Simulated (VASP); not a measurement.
# Al2B2As (Cm) in VASP: relaxation of cell and atoms with PBE

Aim: the relaxation of cell and atoms of Al2B2As with PBE.

Program: VASP 6.6.1. These are calculated values, not measurements. Logs are shortened: lines on timing, memory, paths and dates and some standing lists are left out, and cuts for length are marked.

**1. The cell of the first run**

It takes space group Cm (No. 8, monoclinic). The conventional cell has a = 6.999 Å, b = 3.370 Å, c = 6.134 Å, α = 90.00°, β = 99.73°, γ = 90.00°. Within 2.9 Å of Al (site symmetry m) lie 4 B at 2.17 to 2.30 Å and 1 As at 2.60 Å and 3 Al at 2.68 to 2.77 Å. Al (site symmetry m) has 4 B at 2.21 to 2.36 Å and 3 Al at 2.68 to 2.77 Å within 2.9 Å. Within 2.7 Å of B (site symmetry m) lie 1 As at 2.04 Å and 4 Al at 2.17 to 2.21 Å. B (site symmetry m) has 2 As at 2.13 Å and 4 Al at 2.20 to 2.36 Å within 2.8 Å. Within 2.7 Å of As (site symmetry m) lie 3 B at 2.04 to 2.13 Å and 1 Al at 2.60 Å.

**2. Relaxation of cell and atoms, PBE**

Input file INCAR:

```
  PREC = Accurate
  ENCUT = 600
  EDIFF = 1E-6
  ISMEAR = 0
  SIGMA = 0.1
  LREAL = False
  LASPH = True
  NELM = 60
  ALGO = Normal
  ISIF = 3
  LWAVE = False
  LCHARG = False
  GGA = PE
  IBRION = 2
  NSW = 100
  EDIFFG = -0.01
```

Input file KPOINTS:

```
regular mesh
0
Gamma
  12 12 6
```

Input file POSCAR:

```
Al2B2As
1.0
    3.4992949741     -1.6848696089      0.0000000000
    3.4992949741      1.6848696089      0.0000000000
   -1.0366286522      0.0000000000      6.0453254341
Al B As
2 2 1
Direct
    0.3387060196      0.3387060196      0.6411027520
    0.5956915680      0.5956915680      0.3630570451
    0.2761900192      0.2761900192      0.2818311174
    0.6537670093      0.6537670093      0.7533214658
    0.1373625268      0.1373625268      0.9606876197
```

Potentials or basis: VASP PAW PBE potentials, release 64 (Al, B, As).

Run with:

```sh
> cat potpaw_PBE.64/Al/POTCAR potpaw_PBE.64/B/POTCAR potpaw_PBE.64/As/POTCAR > POTCAR
> mpirun -np 1 vasp_std > vasp.out
```

OUTCAR:

```text
PREC = Accurate
   ENCUT = 600
   EDIFF = 1E-6
   ISMEAR = 0
   LREAL = False
   LASPH = True
   NELM = 60
   ISIF = 3
   GGA = PE
   IBRION = 2
   NSW = 100
   EDIFFG = -0.01

 ion  position               nearest neighbor table
   1  0.339  0.339  0.641-   3 2.17   4 2.20   4 2.30   4 2.30   5 2.60   2 2.68   2 2.77   2 2.77
                             5 3.11   5 3.11
   2  0.596  0.596  0.363-   3 2.21   3 2.21   3 2.21   4 2.36   1 2.68   1 2.77   1 2.77   5 3.04
                             5 3.04
   3  0.276  0.276  0.282-   5 2.04   1 2.17   2 2.21   2 2.21   2 2.21
   4  0.654  0.654  0.753-   5 2.13   5 2.13   1 2.20   1 2.30   1 2.30   2 2.36
   5  0.137  0.137  0.961-   3 2.04   4 2.13   4 2.13   1 2.60   2 3.04   2 3.04   1 3.11   1 3.11

  LATTYP: Found a base centered monoclinic cell.
 ALAT       =     6.9985899482
 B/A-ratio  =     0.4814883059
 C/A-ratio  =     0.8763993989
 COS(beta)  =    -0.1690092945

  Lattice vectors:

 A1 = (   3.4992949741,  -1.6848696089,   0.0000000000)
 A2 = (   3.4992949741,   1.6848696089,   0.0000000000)
 A3 = (  -1.0366286522,   0.0000000000,   6.0453254341)

Analysis of symmetry for initial positions (statically):
=====================================================================
 Subroutine PRICEL returns:
 Original cell was already a primitive cell.

 Routine SETGRP: Setting up the symmetry group for a
 base centered monoclinic supercell.

 Subroutine GETGRP returns: Found  2 space group operations
 (whereof  2 operations were pure point group operations)
 out of a pool of  4 trial point group operations.

The static configuration has the point symmetry C_1h.

Analysis of symmetry for dynamics (positions and initial velocities):
=====================================================================
 Subroutine PRICEL returns:
 Original cell was already a primitive cell.

 Routine SETGRP: Setting up the symmetry group for a
 base centered monoclinic supercell.

 Subroutine GETGRP returns: Found  2 space group operations
 (whereof  2 operations were pure point group operations)
 out of a pool of  4 trial point group operations.

The dynamic configuration has the point symmetry C_1h.

 Subroutine INISYM returns: Found  2 space group operations
 (whereof  2 operations are pure point group operations),
 and found     1 'primitive' translations

----------------------------------------------------------------------------------------

                                     Primitive cell

  volume of cell :      71.2847

  direct lattice vectors                    reciprocal lattice vectors
     3.499294974 -1.684869609  0.000000000     0.142885925 -0.296758869  0.024501517
     3.499294974  1.684869609  0.000000000     0.142885925  0.296758869  0.024501517
    -1.036628652  0.000000000  6.045325434     0.000000000  0.000000000  0.165417067

  length of vectors
     3.883793367  3.883793367  6.133560024     0.330276458  0.330276458  0.165417067

  position of ions in fractional coordinates (direct lattice)
     0.338706020  0.338706020  0.641102752
     0.595691568  0.595691568  0.363057045
     0.276190019  0.276190019  0.281831117
     0.653767009  0.653767009  0.753321466
     0.137362527  0.137362527  0.960687620

  ion indices of the primitive-cell ions
   primitive index   ion index
                 1           1
                 2           2
                 3           3
                 4           4
                 5           5

----------------------------------------------------------------------------------------

 KPOINTS: regular mesh

Automatic generation of k-mesh.
 Grid dimensions read from file:
 generate k-points for:   12   12    6

 Generating k-lattice:

  Cartesian coordinates                     Fractional coordinates (reciprocal lattice)
     0.011907160 -0.024729906  0.002041793     0.083333333  0.000000000 -0.000000000
     0.011907160  0.024729906  0.002041793     0.000000000  0.083333333 -0.000000000
     0.000000000  0.000000000  0.027569511     0.000000000  0.000000000  0.166666667

  Length of vectors
     0.027523038  0.027523038  0.027569511

  Shift w.r.t. Gamma in fractional coordinates (k-lattice)
     0.000000000  0.000000000  0.000000000

 Subroutine IBZKPT returns following result:
 ===========================================

 Found    242 irreducible k-points:

 Following reciprocal coordinates:
            Coordinates               Weight
  0.000000  0.000000  0.000000      1.000000
  0.083333  0.000000  0.000000      4.000000
  0.166667  0.000000  0.000000      4.000000
  0.250000  0.000000  0.000000      4.000000
  0.333333 -0.000000  0.000000      4.000000
  0.416667  0.000000  0.000000      4.000000
[... 16 lines left out ...]
  0.500000  0.166667  0.000000      4.000000
 -0.416667  0.166667 -0.000000      4.000000
 [... further k-points ...]
   k-points           NKPTS =    242   k-points in BZ     NKDIM =    242   number of bands    NBANDS=     12
   number of dos      NEDOS =    301   number of ions     NIONS =      5
   total plane-waves  NPLWV =  51200
   dimension x,y,z NGX =    32 NGY =   32 NGZ =   50
   dimension x,y,z NGXF=    64 NGYF=   64 NGZF=  100
   ions per type =               2   2   1
   NGX,Y,Z   is equivalent  to a cutoff of  13.70, 13.70, 13.55 a.u.
   NGXF,Y,Z  is equivalent  to a cutoff of  27.40, 27.40, 27.10 a.u.
 SYSTEM =  unknown system
   PREC   = accura    normal or accurate (medium, high low for compatibility)
   ISTART =      0    job   : 0-new  1-cont  2-samecut
   ICHARG =      2    charge: 1-file 2-atom 10-const
   ISPIN  =      1    spin polarized calculation?
   LNONCOLLINEAR =      F non collinear calculations
   LSORBIT =      F    spin-orbit coupling
   LASPH  =      T    aspherical Exc in radial PAW
   ENCUT  =  600.0 eV  44.10 Ry    6.64 a.u.   7.76  7.76 12.25*2*pi/ulx,y,z
   NELM   =     60;   NELMIN=  2; NELMDL= -5     # of ELM steps
   EDIFF  = 0.1E-05   stopping-criterion for ELM
   LREAL  =      F    real-space projection
   EDIFFG = -.1E-01   stopping-criterion for IOM
   NSW    =    100    number of steps for IOM
   IBRION =      2    ionic relax: 0-MD 1-quasi-New 2-CG
   NFREE  =      1    steps in history (QN), initial steepest desc. (CG)
   ISIF   =      3    stress and relaxation
   ISYM   =      2    0-nonsym 1-usesym 2-fastsym
   POTIM  = 0.5000    time-step for ionic-motion
   TEBEG  =    0.0;   TEEND  =   0.0 temperature during run
   PSTRESS=    0.0 pullay stress
   NELECT =      17.0000    total number of electrons
   NUPDOWN=      -1.0000    fix difference up-down
   EMIN   =  10.00;   EMAX   =-10.00  energy-range for DOS
   EFERMI =   0.00;   METHOD = LEGACY
   ISMEAR =     0;   SIGMA  =   0.10  broadening in eV -4-tet -1-fermi 0-gaus
   EFERMI_NEDOS =   21; number of points for ismear=-14 and -15
   IALGO  =     38    algorithm
   IMIX   =      4    mixing-type and parameters
     AMIX     =   0.40;   BMIX     =  1.00
     AMIX_MAG =   1.60;   BMIX_MAG =  1.00
  volume/ion in A,a.u.               =      14.26        96.21
  Fermi-wavevector in a.u.,A,eV,Ry     =   1.015217  1.918482 14.023061  1.030666
  Thomas-Fermi vector in A             =   2.148490
   LORBIT       =      0    0 simple, 1 ext, 2 COOP (PROOUT), +10 PAW based schemes
   GGA     = PE    functional components
   LHFCALC =     F    Hartree Fock is set to
   AEXX    =    0.0000 exact exchange contribution
   IVDW    =     0    specifies the selected vdW correction
   LEPSILON=     F    determine dielectric tensor
   LRPA    =     F    only Hartree local field effects (RPA)
 conjugate gradient relaxation of ions
 non-spin polarized calculation
 Gauss-broadening in eV      SIGMA  =   0.10
  energy-cutoff  :      600.00
  volume of cell :       71.28
 maximum number of plane-waves:      2398
   NGX = 15   NGY = 15   NGZ = 25

--------------------------------------- Ionic step        1  -------------------------------------------

 number of electron      17.0000000 magnetization

 Free energy of the ion-electron system (eV)
  ---------------------------------------------------
  ext. energy  EPLUGINS =         0.00000000
  ---------------------------------------------------
  free energy    TOTEN  =       -23.97267433 eV

  energy without entropy =      -23.96524174  energy(sigma->0) =      -23.96895804

------------------------ aborting loop because EDIFF is reached ----------------------------------------

  FORCE on cell =-STRESS in cart. coord.  units (eV):
  Direction    XX          YY          ZZ          XY          YZ          ZX
  --------------------------------------------------------------------------------------
  -------------------------------------------------------------------------------------
  Total        0.0170663      0.0307145      0.0680811      0.0000000      0.0000000     -0.0306419
  in kB        0.3835781      0.6903315      1.5301741      0.0000000      0.0000000     -0.6886987
  external PRESSURE =       0.8680279 kB  Pullay stress =       0.0000000 kB
[... 180 lines left out ...]
  energy  without entropy=      -23.9657867304  energy(sigma->0) =      -23.96951161

--------------------------------------- Ionic step        6  -------------------------------------------

 number of electron      17.0000000 magnetization

 Free energy of the ion-electron system (eV)
  ---------------------------------------------------
  ext. energy  EPLUGINS =         0.00000000
  ---------------------------------------------------
  free energy    TOTEN  =       -23.97330751 eV

  energy without entropy =      -23.96589052  energy(sigma->0) =      -23.96959902

 E-fermi :   6.3117     XC(G=0): -10.2399

 val. band max:        6.2915053418   @ k =   0.4167   0.4167   0.5000
 cond. band min:       6.3127166381   @ k =   0.1667   0.0000   0.3333
 fundamental gap:      0.0212112963
 Fermi energy:         6.3117381984

 k-point     1 :       0.0000    0.0000    0.0000
  band No.  band energies     occupation
      1      -7.7004      2.00000
      2      -3.2178      2.00000
      3      -2.7734      2.00000
      4       3.7319      2.00000
      5       4.0990      2.00000
      6       4.6969      2.00000
      7       5.4585      2.00000
      8       7.0263      0.00000
      9       7.4364      0.00000
     10       7.9793      0.00000
     11       8.4167      0.00000
     12       9.7720      0.00000
[... 331 lines left out ...]
 k-point    24 :      -0.4167    0.1667   -0.0000
  band No.  band energies     occupation
      1      -5.5960      2.00000
      2      -2.5147      2.00000
      3      -0.9050      2.00000
      4       0.1582      2.00000
      5       1.4117      2.00000
      6       1.7889      2.00000
      7       2.5056      2.00000
      8       3.8549      2.00000
      9       5.3425      2.00000
     10       8.0385      0.00000
     11       9.8534      0.00000
     12      10.3370      0.00000

 [... further k-points ...]

------------------------ aborting loop because EDIFF is reached ----------------------------------------

  FORCE on cell =-STRESS in cart. coord.  units (eV):
  Direction    XX          YY          ZZ          XY          YZ          ZX
  --------------------------------------------------------------------------------------
  -------------------------------------------------------------------------------------
  Total        0.0043739      0.0087892     -0.0032031      0.0000000      0.0000000      0.0055190
  in kB        0.0983212      0.1975737     -0.0720027      0.0000000      0.0000000      0.1240610
  external PRESSURE =       0.0746307 kB  Pullay stress =       0.0000000 kB
[... 20 lines left out ...]
  FREE ENERGIE OF THE ION-ELECTRON SYSTEM (eV)
  ---------------------------------------------------
  free  energy   TOTEN  =       -23.9733075110 eV

  energy  without entropy=      -23.9658905196  energy(sigma->0) =      -23.96959902

 reached required accuracy - stopping structural energy minimisation
```

Run time: 5.2 min. Hardware: 1 thread of Intel Xeon 6975P-C (Granite Rapids), shared host; peak memory 0.45 GiB.

Results:

| Quantity | Value |
| --- | --- |
| Free energy | -23.9733 eV |
| Relaxed volume | 14.25 Å³/atom |
| Relaxed cell | a = 3.884 Å, b = 3.884 Å, c = 6.138 Å, α = 98.81°, β = 98.81°, γ = 51.35° |
| Space group after relaxing (to 0.05 Å) | Cm (No. 8) |
| Energy gained by relaxing | 0.1 meV/atom |
| Ionic steps | 6 |
| Pressure after relaxing | 0.0 GPa |
| Largest force after relaxing | 0.007 eV/Å |

Forces in eV/Å, atoms in the order of the input:
```
Al   0.007  0.000  0.000
Al  -0.004  0.000  0.005
B    0.002  0.000 -0.004
B   -0.005  0.000  0.003
As   0.000  0.000 -0.004
```

The path:
```tsv
step	energy change (eV)	largest force (eV/Å)	pressure (GPa)	volume (Å³)
1	0.0000	0.0610	0.09	71.28
2	-0.0004	0.0299	-0.06	71.36
3	-0.0004	0.0277	-0.09	71.38
4	-0.0005	0.0191	-0.02	71.32
5	-0.0006	0.0249	0.08	71.24
6	-0.0006	0.0075	0.01	71.27
```

Final structure:
```
Al B As
1.0
     3.50077   -1.68297   -0.00180
     3.50077    1.68297   -0.00180
    -1.04018    0.00000    6.04923
Al B As
2 2 1
Direct
  0.33927 0.33927 0.64148
  0.59532 0.59532 0.36332
  0.27650 0.27650 0.28211
  0.65466 0.65466 0.75253
  0.13597 0.13597 0.96056
```
